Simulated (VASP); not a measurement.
# InP (F-43m) in VASP: a series of runs

InP is run at these levels: PBEsol; tasks: single point.

Everything below comes from runs of VASP 6.6.1. Logs are shortened: lines on timing, memory, paths and dates and some standing lists are left out, and cuts for length are marked.

## 1. The cell of the first run

Symmetry: F-43m, No. 216, cubic system. Conventional cell: a = 5.658 Å, b = 5.658 Å, c = 5.658 Å, α = 90.00°, β = 90.00°, γ = 90.00°. In (site symmetry -43m) has 4 P at 2.45 Å within 3.2 Å. P (site symmetry -43m) has 4 In at 2.45 Å within 3.2 Å.

## 2. Single point, PBEsol

INCAR reads:

```
PREC = Accurate
ENCUT = 520
EDIFF = 1E-6
ISMEAR = 0
SIGMA = 0.01
LREAL = F
LASPH = T
NELM = 100
ALGO = Normal
ISIF = 2
LWAVE = F
LCHARG = T
GGA = PS
LELF = T
LVHAR = T
NBANDS = 16
```

KPOINTS reads:

```
regular mesh
0
Gamma
  6 6 6
```

POSCAR reads:

```
InP
1.0
    0.0000000000      2.8292342537      2.8292342537
    2.8292342537      0.0000000000      2.8292342537
    2.8292342537      2.8292342537      0.0000000000
In P
1 1
Direct
    0.0000000000      0.0000000000      0.0000000000
    0.7500000000      0.7500000000      0.7500000000
```

Potentials or basis: VASP PAW PBE potentials, release 64 (In_d, P).

Launch:

```
$ cat potpaw_PBE.64/In_d/POTCAR potpaw_PBE.64/P/POTCAR > POTCAR
$ mpirun -np 1 vasp_std > vasp.out
```

OUTCAR:

```text
PREC = Accurate
   ENCUT = 520
   EDIFF = 1E-6
   ISMEAR = 0
   LREAL = F
   LASPH = T
   NELM = 100
   ISIF = 2
   GGA = PS

 ion  position               nearest neighbor table
   1  0.000  0.000  0.000-   2 2.45   2 2.45   2 2.45   2 2.45
   2  0.750  0.750  0.750-   1 2.45   1 2.45   1 2.45   1 2.45

  LATTYP: Found a face centered cubic cell.
 ALAT       =     5.6584685074

  Lattice vectors:

 A1 = (   0.0000000000,   2.8292342537,   2.8292342537)
 A2 = (   2.8292342537,   0.0000000000,   2.8292342537)
 A3 = (   2.8292342537,   2.8292342537,   0.0000000000)

Analysis of symmetry for initial positions (statically):
=====================================================================
 Subroutine PRICEL returns:
 Original cell was already a primitive cell.

 Routine SETGRP: Setting up the symmetry group for a
 face centered cubic supercell.

 Subroutine GETGRP returns: Found 24 space group operations
 (whereof 24 operations were pure point group operations)
 out of a pool of 48 trial point group operations.

The static configuration has the point symmetry T_d .

Analysis of symmetry for dynamics (positions and initial velocities):
=====================================================================
 Subroutine PRICEL returns:
 Original cell was already a primitive cell.

 Routine SETGRP: Setting up the symmetry group for a
 face centered cubic supercell.

 Subroutine GETGRP returns: Found 24 space group operations
 (whereof 24 operations were pure point group operations)
 out of a pool of 48 trial point group operations.

The dynamic configuration has the point symmetry T_d .

 Subroutine INISYM returns: Found 24 space group operations
 (whereof 24 operations are pure point group operations),
 and found     1 'primitive' translations

----------------------------------------------------------------------------------------

                                     Primitive cell

  volume of cell :      45.2936

  direct lattice vectors                    reciprocal lattice vectors
     0.000000000  2.829234254  2.829234254    -0.176726264  0.176726264  0.176726264
     2.829234254  0.000000000  2.829234254     0.176726264 -0.176726264  0.176726264
     2.829234254  2.829234254  0.000000000     0.176726264  0.176726264 -0.176726264

  length of vectors
     4.001141453  4.001141453  4.001141453     0.306098869  0.306098869  0.306098869

  position of ions in fractional coordinates (direct lattice)
     0.000000000  0.000000000  0.000000000
[... 69 lines left out ...]
   EDIFF  = 0.1E-05   stopping-criterion for ELM
   LREAL  =      F    real-space projection
   EDIFFG = 0.1E-04   stopping-criterion for IOM
   NSW    =      0    number of steps for IOM
   IBRION =     -1    ionic relax: 0-MD 1-quasi-New 2-CG
   NFREE  =      0    steps in history (QN), initial steepest desc. (CG)
   ISIF   =      2    stress and relaxation
   ISYM   =      2    0-nonsym 1-usesym 2-fastsym
   POTIM  = 0.5000    time-step for ionic-motion
   TEBEG  =    0.0;   TEEND  =   0.0 temperature during run
   PSTRESS=    0.0 pullay stress
   NELECT =      18.0000    total number of electrons
   NUPDOWN=      -1.0000    fix difference up-down
   EMIN   =  10.00;   EMAX   =-10.00  energy-range for DOS
   EFERMI =   0.00;   METHOD = LEGACY
   ISMEAR =     0;   SIGMA  =   0.01  broadening in eV -4-tet -1-fermi 0-gaus
   EFERMI_NEDOS =   21; number of points for ismear=-14 and -15
   IALGO  =     38    algorithm
   IMIX   =      4    mixing-type and parameters
     AMIX     =   0.40;   BMIX     =  1.00
     AMIX_MAG =   1.60;   BMIX_MAG =  1.00
  volume/ion in A,a.u.               =      22.65       152.83
  Fermi-wavevector in a.u.,A,eV,Ry     =   1.203613  2.274498 19.710536  1.448684
  Thomas-Fermi vector in A             =   2.339361
   LORBIT       =      0    0 simple, 1 ext, 2 COOP (PROOUT), +10 PAW based schemes
   GGA     = PS    functional components
   LHFCALC =     F    Hartree Fock is set to
   AEXX    =    0.0000 exact exchange contribution
   IVDW    =     0    specifies the selected vdW correction
   LEPSILON=     F    determine dielectric tensor
   LRPA    =     F    only Hartree local field effects (RPA)
 non-spin polarized calculation
 Gauss-broadening in eV      SIGMA  =   0.01
  energy-cutoff  :      520.00
  volume of cell :       45.29
 maximum number of plane-waves:      1243
 NGX is ok and might be reduce to    30
   NGX = 15   NGY = 15   NGZ = 15

 number of electron      17.9999992 magnetization

 Free energy of the ion-electron system (eV)
  ---------------------------------------------------
  ext. energy  EPLUGINS =         0.00000000
  ---------------------------------------------------
  free energy    TOTEN  =        -8.98882267 eV

  energy without entropy =       -8.98882267  energy(sigma->0) =       -8.98882267

 E-fermi :   6.3798     XC(G=0):  -9.9496

 val. band max:        6.3327121575   @ k =   0.0000   0.0000   0.0000
 cond. band min:       7.5023886038   @ k =   0.0000   0.0000   0.0000
 fundamental gap:      1.1696764464
 Fermi energy:         6.3797722661

 k-point     1 :       0.0000    0.0000    0.0000
  band No.  band energies     occupation
      1      -8.0975      2.00000
      2      -8.0975      2.00000
      3      -8.0975      2.00000
      4      -7.8820      2.00000
      5      -7.8820      2.00000
      6      -6.0042      2.00000
[... 281 lines left out ...]
      3      -7.9622      2.00000
      4      -7.9246      2.00000
      5      -7.8508      2.00000
      6      -2.9851      2.00000
[... 8 lines left out ...]
     15      17.9454      0.00000
     16      18.7529      0.00000

------------------------ aborting loop because EDIFF is reached ----------------------------------------

  FORCE on cell =-STRESS in cart. coord.  units (eV):
  Direction    XX          YY          ZZ          XY          YZ          ZX
  --------------------------------------------------------------------------------------
  -------------------------------------------------------------------------------------
  Total        2.7976651      2.7976651      2.7976651      0.0000000      0.0000000     -0.0000000
  in kB       98.9622566     98.9622566     98.9622566      0.0000000      0.0000000     -0.0000000
  external PRESSURE =      98.9622566 kB  Pullay stress =       0.0000000 kB

 VOLUME and BASIS-vectors are now :
 -----------------------------------------------------------------------------
  energy-cutoff  :      520.00
  volume of cell :       45.29
      direct lattice vectors                 reciprocal lattice vectors
     0.000000000  2.829234254  2.829234254    -0.176726264  0.176726264  0.176726264
     2.829234254  0.000000000  2.829234254     0.176726264 -0.176726264  0.176726264
     2.829234254  2.829234254  0.000000000     0.176726264  0.176726264 -0.176726264

 POSITION                                       TOTAL-FORCE (eV/Angst)
 -----------------------------------------------------------------------------------
      0.00000      0.00000      0.00000         0.000000      0.000000      0.000000
      4.24385      4.24385      4.24385        -0.000000     -0.000000     -0.000000
 -----------------------------------------------------------------------------------
    total drift:                                0.000000      0.000000      0.000000

  FREE ENERGIE OF THE ION-ELECTRON SYSTEM (eV)
  ---------------------------------------------------
  free  energy   TOTEN  =        -8.9888226672 eV

  energy  without entropy=       -8.9888226672  energy(sigma->0) =       -8.98882267
```

stdout:

```text
POSCAR found type information on POSCAR InP
 POSCAR found :  2 types and       2 ions
 scaLAPACK will be used
 -----------------------------------------------------------------------------
|                                                                             |
|                                                                             |
|     You enforced a specific xc type in the INCAR file but a different       |
|     I HOPE YOU KNOW WHAT YOU ARE DOING!                                     |
|                                                                             |
 -----------------------------------------------------------------------------

 LDA part: xc-table for (Slater+PW92), standard interpolation
 POSCAR, INCAR and KPOINTS ok, starting setup
 FFT: planning ... GRIDC
 FFT: planning ... GRID_SOFT
 FFT: planning ... GRID
 WAVECAR not read
 entering main loop
```

Wall time 14 s (1 thread of Intel Xeon 6975P-C, shared host); peak memory 0.17 GiB.

Results:

| Property | Result |
| --- | --- |
| Free energy | -8.9888 eV |
| Pressure | 9.9 GPa |
| Band gap on the k mesh | 1.17 eV, direct |

Levels at points of the mesh, in eV from the valence-band top:
```tsv
k point	band 7	band 8	band 9	band 10	band 11	band 12
(0.00, 0.00, 0.00)	0.00	0.00	0.00	1.17	3.98	3.98
(0.50, 0.00, 0.00)	-6.42	-1.16	-1.16	1.64	4.72	4.72
(0.50, 0.50, 0.00)	-6.32	-2.74	-2.74	1.43	2.11	9.79
```

Caveat: the PAW data sets were made with another functional, which shifts forces and pressure a little; spin-orbit coupling is left out, which moves the levels of the heavy elements. A k mesh can miss the band edges.

## 3. Single point, PBEsol

This run uses another cell than the first one, of 21.71 Å³/atom, 0.959 times its volume.

INCAR reads:

```
PREC = Accurate
ENCUT = 520
EDIFF = 1E-6
ISMEAR = 0
SIGMA = 0.01
LREAL = False
LASPH = True
NELM = 60
ALGO = Normal
ISIF = 2
LWAVE = False
LCHARG = True
GGA = PS
LELF = True
LVHAR = True
NBANDS = 16
```

KPOINTS is that of step 2.

POSCAR reads:

```
InP
1.0
    0.0000000000      2.7897544657      2.7897544657
    2.7897544657      0.0000000000      2.7897544657
    2.7897544657      2.7897544657      0.0000000000
In P
1 1
Direct
    0.0000000000      0.0000000000      0.0000000000
    0.7500000000      0.7500000000      0.7500000000
```

Potentials or basis: VASP PAW PBE potentials, release 64 (In_d, P).

Launch:

```
$ cat potpaw_PBE.64/In_d/POTCAR potpaw_PBE.64/P/POTCAR > POTCAR
$ mpirun -np 1 vasp_std > vasp.out
```

It took 13 s on 1 thread of Intel Xeon 6975P-C, shared host; peak memory 0.17 GiB.

Results (log left out):

```yaml
Free_energy: -8.8442 eV
Pressure: 14.9 GPa
Band_gap_on_the_k_mesh: 1.34 eV, indirect (least direct gap 1.38 eV)
```

Levels at points of the mesh, in eV from the valence-band top:
| k point | band 6 | band 7 | band 8 | band 9 | band 10 | band 11 | band 12 | band 13 |
| --- | --- | --- | --- | --- | --- | --- | --- | --- |
| (0.00, 0.00, 0.00) | -12.69 | 0.00 | 0.00 | 0.00 | 1.38 | 3.95 | 3.95 | 3.95 |
| (0.50, 0.00, 0.00) | -10.38 | -6.70 | -1.23 | -1.23 | 1.73 | 4.70 | 4.70 | 7.13 |
| (0.50, 0.50, 0.00) | -9.54 | -6.54 | -2.92 | -2.92 | 1.34 | 2.07 | 10.08 | 10.50 |

Caveat: the PAW data sets were made with another functional, which shifts forces and pressure a little; spin-orbit coupling is left out, which moves the levels of the heavy elements.

## 4. Single point, PBEsol

This run uses another cell than the first one, of 24.08 Å³/atom, 1.063 times its volume.

INCAR reads:

```
SYSTEM = InP
PREC     = Accurate       ! precision mode
ENCUT    = 520            ! plane-wave cutoff, eV
EDIFF    = 1E-6           ! SCF threshold, eV
ISMEAR   = 0              ! smearing method
SIGMA    = 0.01           ! smearing width, eV
LREAL    = .False.        ! projectors in reciprocal space
LASPH    = .True.         ! aspherical terms in the spheres
NELM     = 80             ! most SCF steps
ALGO     = Normal         ! electronic algorithm
ISIF     = 2              ! what is computed and relaxed
LWAVE    = .False.        ! write WAVECAR
LCHARG   = .False.        ! write CHGCAR
GGA      = PS             ! functional
NBANDS   = 16             ! bands
```

KPOINTS reads:

```
regular mesh
0
Gamma
  6 6 6
  0 0 0
```

POSCAR reads:

```
InP
1.0
    0.0000000000      2.8878726652      2.8878726652
    2.8878726652      0.0000000000      2.8878726652
    2.8878726652      2.8878726652      0.0000000000
In P
1 1
Direct
    0.0000000000      0.0000000000      0.0000000000
    0.7500000000      0.7500000000      0.7500000000
```

Launch:

```
$ cat potpaw_PBE.64/In_d/POTCAR potpaw_PBE.64/P/POTCAR > POTCAR
$ mpirun -np 1 vasp_std > vasp.out
```

Wall time 13 s (1 thread of Intel Xeon 6975P-C, shared host); peak memory 0.17 GiB.

Results (log left out):

```yaml
Free_energy: -9.1116 eV
Pressure: 4.0 GPa
Band_gap_on_the_k_mesh: 0.85 eV, direct
```

Levels at points of the mesh, in eV from the valence-band top:
| k point | band 5 | band 6 | band 7 | band 8 | band 9 | band 10 | band 11 | band 12 | band 13 | band 14 |
| --- | --- | --- | --- | --- | --- | --- | --- | --- | --- | --- |
| (0.00, 0.00, 0.00) | -14.08 | -11.86 | 0.00 | 0.00 | 0.00 | 0.85 | 4.00 | 4.00 | 4.00 | 8.56 |
| (0.50, 0.00, 0.00) | -14.06 | -9.96 | -6.05 | -1.05 | -1.05 | 1.50 | 4.73 | 4.73 | 7.02 | 9.53 |
| (0.50, 0.50, 0.00) | -14.04 | -9.24 | -6.02 | -2.51 | -2.51 | 1.55 | 2.15 | 9.38 | 9.82 | 9.82 |

Caveat: the PAW data sets were made with another functional, which shifts forces and pressure a little; spin-orbit coupling is left out, which moves the levels of the heavy elements. A hybrid or GW would open this gap; PBEsol tends to underestimate it.

(Continued in part 2 of 2.)
